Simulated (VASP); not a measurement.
# O (R-3m) in VASP: settings compared

The runs below take O through single point, with LDA, PBEsol.

Program: VASP 6.6.1. These are calculated values, not measurements. Logs are shortened: lines on timing, memory, paths and dates and some standing lists are left out, and cuts for length are marked.

### Step 1. The cell of the first run

Symmetry: R-3m, No. 166, trigonal system. Conventional cell: a = 2.847 Å, b = 2.847 Å, c = 10.225 Å, α = 90.00°, β = 90.00°, γ = 120.00°. Within 1.6 Å of O (site symmetry 3m) lie 1 O at 1.18 Å.

### Step 2. Single point, LDA

Contents of INCAR:

```
PREC = Accurate
ENCUT = 520
EDIFF = 1E-7
ISMEAR = -1
SIGMA = 0.02
LREAL = False
LASPH = True
NELM = 100
ALGO = Normal
ISIF = 2
LWAVE = False
LCHARG = False
GGA = CA
NBANDS = 13
```

Contents of KPOINTS:

```
regular mesh
0
Gamma
  10 10 10
```

Contents of POSCAR:

```
O
1.0
    1.4233490221      0.8217709410      3.4083000000
   -1.4233490221      0.8217709410      3.4083000000
    0.0000000000     -1.6435418821      3.4083000000
O
2
Direct
    0.0577000000      0.0577000000      0.0577000000
    0.9423000000      0.9423000000      0.9423000000
```

Potentials or basis: VASP PAW LDA potentials, release 64 (O).

Launch:

```sh
$ cat potpaw_LDA.64/O/POTCAR > POTCAR
$ mpirun -np 1 vasp_std > vasp.out
```

OUTCAR:

```text
PREC = Accurate
   ENCUT = 520
   EDIFF = 1E-7
   ISMEAR = -1
   LREAL = False
   LASPH = True
   NELM = 100
   ISIF = 2
   GGA = CA

 ion  position               nearest neighbor table
   1  0.058  0.058  0.058-   2 1.18
   2  0.942  0.942  0.942-   1 1.18

  LATTYP: Found a trigonal (rhomboedric) cell.
 ALAT       =     3.7838788046
 COS(alpha) =     0.7170052526

  Lattice vectors:

 A1 = (   1.4233490221,   0.8217709410,   3.4083000000)
 A2 = (  -1.4233490221,   0.8217709410,   3.4083000000)
 A3 = (   0.0000000000,  -1.6435418821,   3.4083000000)

Analysis of symmetry for initial positions (statically):
=====================================================================
 Subroutine PRICEL returns:
 Original cell was already a primitive cell.

 Routine SETGRP: Setting up the symmetry group for a
 trigonal (rhombohedral) supercell.

 Subroutine GETGRP returns: Found 12 space group operations
 (whereof 12 operations were pure point group operations)
 out of a pool of 12 trial point group operations.

The static configuration has the point symmetry D_3d.

Analysis of symmetry for dynamics (positions and initial velocities):
=====================================================================
 Subroutine PRICEL returns:
 Original cell was already a primitive cell.

 Routine SETGRP: Setting up the symmetry group for a
 trigonal (rhombohedral) supercell.

 Subroutine GETGRP returns: Found 12 space group operations
 (whereof 12 operations were pure point group operations)
 out of a pool of 12 trial point group operations.

The dynamic configuration has the point symmetry D_3d.

 Subroutine INISYM returns: Found 12 space group operations
 (whereof 12 operations are pure point group operations),
 and found     1 'primitive' translations

----------------------------------------------------------------------------------------

                                     Primitive cell

  volume of cell :      23.9195

  direct lattice vectors                    reciprocal lattice vectors
     1.423349022  0.821770941  3.408300000     0.351284184  0.202814018  0.097800467
    -1.423349022  0.821770941  3.408300000    -0.351284184  0.202814018  0.097800467
     0.000000000 -1.643541882  3.408300000     0.000000000 -0.405628037  0.097800467

  length of vectors
     3.783878805  3.783878805  3.783878805     0.417251765  0.417251765  0.417251765

  position of ions in fractional coordinates (direct lattice)
     0.057700000  0.057700000  0.057700000
     0.942300000  0.942300000  0.942300000

  ion indices of the primitive-cell ions
   primitive index   ion index
                 1           1
                 2           2

----------------------------------------------------------------------------------------

 KPOINTS: regular mesh

Automatic generation of k-mesh.
 Grid dimensions read from file:
 generate k-points for:   10   10   10

 Generating k-lattice:

  Cartesian coordinates                     Fractional coordinates (reciprocal lattice)
     0.035128418  0.020281402  0.009780047     0.100000000  0.000000000  0.000000000
    -0.035128418  0.020281402  0.009780047     0.000000000  0.100000000  0.000000000
     0.000000000 -0.040562804  0.009780047     0.000000000  0.000000000  0.100000000

  Length of vectors
     0.041725177  0.041725177  0.041725177

  Shift w.r.t. Gamma in fractional coordinates (k-lattice)
     0.000000000  0.000000000  0.000000000

 Subroutine IBZKPT returns following result:
 ===========================================

 Found    116 irreducible k-points:

 Following reciprocal coordinates:
            Coordinates               Weight
  0.000000  0.000000  0.000000      1.000000
  0.100000  0.000000  0.000000      6.000000
  0.200000  0.000000  0.000000      6.000000
  0.300000  0.000000  0.000000      6.000000
  0.400000  0.000000  0.000000      6.000000
  0.500000  0.000000  0.000000      3.000000
[... 16 lines left out ...]
  0.300000  0.300000  0.000000      6.000000
  0.400000  0.300000  0.000000     12.000000
 [... further k-points ...]
   k-points           NKPTS =    116   k-points in BZ     NKDIM =    116   number of bands    NBANDS=     13
   number of dos      NEDOS =    301   number of ions     NIONS =      2
   total plane-waves  NPLWV =  21952
   dimension x,y,z NGX =    28 NGY =   28 NGZ =   28
   dimension x,y,z NGXF=    56 NGYF=   56 NGZF=   56
   ions per type =               2
   NGX,Y,Z   is equivalent  to a cutoff of  12.30, 12.30, 12.30 a.u.
   NGXF,Y,Z  is equivalent  to a cutoff of  24.60, 24.60, 24.60 a.u.
 SYSTEM =  unknown system
   PREC   = accura    normal or accurate (medium, high low for compatibility)
   ISTART =      0    job   : 0-new  1-cont  2-samecut
   ICHARG =      2    charge: 1-file 2-atom 10-const
   ISPIN  =      1    spin polarized calculation?
   LNONCOLLINEAR =      F non collinear calculations
   LSORBIT =      F    spin-orbit coupling
   LASPH  =      T    aspherical Exc in radial PAW
   ENCUT  =  520.0 eV  38.22 Ry    6.18 a.u.   7.04  7.04  7.04*2*pi/ulx,y,z
   NELM   =    100;   NELMIN=  2; NELMDL= -5     # of ELM steps
   EDIFF  = 0.1E-06   stopping-criterion for ELM
   LREAL  =      F    real-space projection
   EDIFFG = 0.1E-05   stopping-criterion for IOM
   NSW    =      0    number of steps for IOM
   IBRION =     -1    ionic relax: 0-MD 1-quasi-New 2-CG
   NFREE  =      0    steps in history (QN), initial steepest desc. (CG)
   ISIF   =      2    stress and relaxation
   ISYM   =      2    0-nonsym 1-usesym 2-fastsym
   POTIM  = 0.5000    time-step for ionic-motion
   TEBEG  =    0.0;   TEEND  =   0.0 temperature during run
   PSTRESS=    0.0 pullay stress
   NELECT =      12.0000    total number of electrons
   NUPDOWN=      -1.0000    fix difference up-down
   EMIN   =  10.00;   EMAX   =-10.00  energy-range for DOS
   EFERMI =   0.00;   METHOD = LEGACY
   ISMEAR =    -1;   SIGMA  =   0.02  broadening in eV -4-tet -1-fermi 0-gaus
   EFERMI_NEDOS =   21; number of points for ismear=-14 and -15
   IALGO  =     38    algorithm
   IMIX   =      4    mixing-type and parameters
     AMIX     =   0.40;   BMIX     =  1.00
     AMIX_MAG =   1.60;   BMIX_MAG =  1.00
  volume/ion in A,a.u.               =      11.96        80.71
  Fermi-wavevector in a.u.,A,eV,Ry     =   1.300823  2.458199 23.022964  1.692140
  Thomas-Fermi vector in A             =   2.431997
   LORBIT       =      0    0 simple, 1 ext, 2 COOP (PROOUT), +10 PAW based schemes
   GGA     = CA    functional components
   LHFCALC =     F    Hartree Fock is set to
   AEXX    =    0.0000 exact exchange contribution
   IVDW    =     0    specifies the selected vdW correction
   LEPSILON=     F    determine dielectric tensor
   LRPA    =     F    only Hartree local field effects (RPA)
 non-spin polarized calculation
  energy-cutoff  :      520.00
  volume of cell :       23.92
 maximum number of plane-waves:       654
   NGX = 15   NGY = 15   NGZ = 15

 number of electron      11.9999999 magnetization

 Free energy of the ion-electron system (eV)
  ---------------------------------------------------
  ext. energy  EPLUGINS =         0.00000000
  ---------------------------------------------------
  free energy    TOTEN  =       -10.50671055 eV

  energy without entropy =      -10.50499902  energy(sigma->0) =      -10.50585479

 E-fermi :   0.1188     XC(G=0):  -9.9217

 val. band max:        0.0922333792   @ k =  -0.4000   0.1000  -0.0000
 cond. band min:       0.1189843071   @ k =   0.5000   0.5000   0.3000
 fundamental gap:      0.0267509279
 Fermi energy:         0.1188246891

 k-point     1 :       0.0000    0.0000    0.0000
  band No.  band energies     occupation
      1     -27.8664      2.00000
      2     -13.3218      2.00000
      3      -9.0662      2.00000
      4      -6.4669      2.00000
      5      -6.4669      2.00000
      6       0.6895      0.00000
      7       0.6895      0.00000
      8       8.0022      0.00000
      9      11.6418      0.00000
     10      14.5592      0.00000
     11      18.4365      0.00000
     12      20.9819      0.00000
     13      20.9819      0.00000

 k-point     2 :       0.1000    0.0000    0.0000
  band No.  band energies     occupation
      1     -27.8321      2.00000
      2     -13.3102      2.00000
      3      -9.0082      2.00000
      4      -6.6370      2.00000
      5      -6.5061      2.00000
      6       0.5433      0.00000
      7       0.6398      0.00000
      8       8.3201      0.00000
      9      11.6384      0.00000
     10      14.5759      0.00000
     11      18.5969      0.00000
     12      19.5442      0.00000
     13      21.3713      0.00000

 k-point     3 :       0.2000    0.0000    0.0000
  band No.  band energies     occupation
      1     -27.7420      2.00000
      2     -13.2760      2.00000
      3      -8.8743      2.00000
      4      -7.0453      2.00000
      5      -6.6069      2.00000
      6       0.1812      0.08479
      7       0.5115      0.00000
      8       9.1136      0.00000
      9      11.6057      0.00000
     10      14.7586      0.00000
     11      16.9652      0.00000
     12      19.7912      0.00000
     13      21.3754      0.00000
[... 305 lines left out ...]
 k-point    23 :       0.3000    0.3000    0.0000
  band No.  band energies     occupation
      1     -27.6119      2.00000
      2     -13.5228      2.00000
      3      -8.4686      2.00000
      4      -7.1718      2.00000
      5      -6.8677      2.00000
      6      -0.5943      2.00000
      7       0.7179      0.00000
      8       9.5239      0.00000
      9      11.7162      0.00000
     10      14.3106      0.00000
     11      15.6049      0.00000
     12      19.4547      0.00000
     13      22.2014      0.00000

 k-point    24 :       0.4000    0.3000    0.0000
  band No.  band energies     occupation
      1     -27.5455      2.00000
      2     -13.5079      2.00000
      3      -8.4672      2.00000
      4      -7.1921      2.00000
      5      -7.0580      2.00000
      6      -0.8250      2.00000
      7       0.6122      0.00000
      8       9.8050      0.00000
      9      11.9108      0.00000
     10      14.4780      0.00000
     11      15.1138      0.00000
     12      18.9631      0.00000
     13      21.7072      0.00000

 [... further k-points ...]
[... 5 lines left out ...]
  --------------------------------------------------------------------------------------
  -------------------------------------------------------------------------------------
  Total       -1.8281061     -1.8281061      4.3432176      0.0000000     -0.0000000     -0.0000000
  in kB     -122.4505446   -122.4505446    290.9182210      0.0000000     -0.0000000     -0.0000000
  external PRESSURE =      15.3390439 kB  Pullay stress =       0.0000000 kB

 VOLUME and BASIS-vectors are now :
 -----------------------------------------------------------------------------
  energy-cutoff  :      520.00
  volume of cell :       23.92
      direct lattice vectors                 reciprocal lattice vectors
     1.423349022  0.821770941  3.408300000     0.351284184  0.202814018  0.097800467
    -1.423349022  0.821770941  3.408300000    -0.351284184  0.202814018  0.097800467
     0.000000000 -1.643541882  3.408300000     0.000000000 -0.405628037  0.097800467

 POSITION                                       TOTAL-FORCE (eV/Angst)
 -----------------------------------------------------------------------------------
      0.00000     -0.00000      0.58998         0.000000     -0.000000      3.523897
      0.00000     -0.00000      9.63492         0.000000      0.000000     -3.523897
 -----------------------------------------------------------------------------------
    total drift:                                0.000000     -0.000000      0.000000

  FREE ENERGIE OF THE ION-ELECTRON SYSTEM (eV)
  ---------------------------------------------------
  free  energy   TOTEN  =       -10.5067105539 eV

  energy  without entropy=      -10.5049990163  energy(sigma->0) =      -10.50585479
```

Wall time 38 s (1 thread of Intel Xeon Platinum 8375C at 2.90GHz (Ice Lake), shared host); peak memory 0.14 GiB.

What came out:

* Free energy: -10.5067 eV
* Pressure: 1.5 GPa
* Largest force: 3.524 eV/Å
* Band gap on the k mesh: zero (bands 6 and 7 overlap by 1.33 eV)

Forces on the atoms (eV/Å):
```
O    0.000  0.000  3.524
O    0.000  0.000 -3.524
```

Caveat: the standard files for N, O and F lose accuracy on very short bonds; spin is off for a triplet molecule; forces of over 1 eV/Å act on the atoms, so gaps and moduli don't describe the material at rest.

### Step 3. Single point, PBEsol

Contents of INCAR:

```
PREC = Accurate ; ENCUT = 520
EDIFF = 1E-7 ; ISMEAR = -1
SIGMA = 0.02 ; LREAL = False
LASPH = True ; NELM = 100
ALGO = Normal ; ISIF = 2
LWAVE = False ; LCHARG = True
GGA = PS ; LELF = True
LVHAR = True ; NBANDS = 13
```

KPOINTS is that of step 2.

POSCAR is that of step 2.

Potentials or basis: VASP PAW PBE potentials, release 64 (O).

Launch:

```sh
$ cat potpaw_PBE.64/O/POTCAR > POTCAR
$ mpirun -np 1 vasp_std > vasp.out
```

It took 42 s on 1 thread of Intel Xeon Platinum 8375C at 2.90GHz (Ice Lake), shared host; peak memory 0.16 GiB.

The run converged. Its results:

```
Free energy            : -9.8341 eV
Pressure               : 5.9 GPa
Largest force          : 3.936 eV/Å
Band gap on the k mesh : zero (bands 6 and 7 overlap by 1.31 eV)
```

Forces on the atoms (eV/Å):
```
O    0.000  0.000  3.936
O    0.000  0.000 -3.936
```

Stress tensor (GPa, compression positive):
```
-8.90  0.00  0.00
 0.00 -8.90  0.00
 0.00  0.00 35.50
```

Levels at points of the mesh, in eV from the Fermi level:
| k point | band 3 | band 4 | band 5 | band 6 | band 7 | band 8 | band 9 | band 10 |
| --- | --- | --- | --- | --- | --- | --- | --- | --- |
| (0.00, 0.00, 0.00) | -9.19 | -6.62 | -6.62 | 0.56 | 0.56 | 8.07 | 11.65 | 14.75 |
| (0.50, 0.00, 0.00) | -8.93 | -7.90 | -7.00 | -0.75 | 0.07 | 10.49 | 12.44 | 13.13 |
| (0.50, 0.50, 0.00) | -8.73 | -7.27 | -7.21 | -1.37 | 0.61 | 10.03 | 11.52 | 15.09 |
| (0.50, 0.50, 0.50) | -7.09 | -6.72 | -6.72 | 0.81 | 0.81 | 7.89 | 8.34 | 13.62 |

Caveat: the standard files for N, O and F lose accuracy on very short bonds; spin is off for a triplet molecule; the cell stands under pressure; this functional lacks dispersion, which holds the molecules together, so the pressure and a relaxed volume are unreliable; the PAW data sets were made with another functional, which shifts forces and pressure a little.
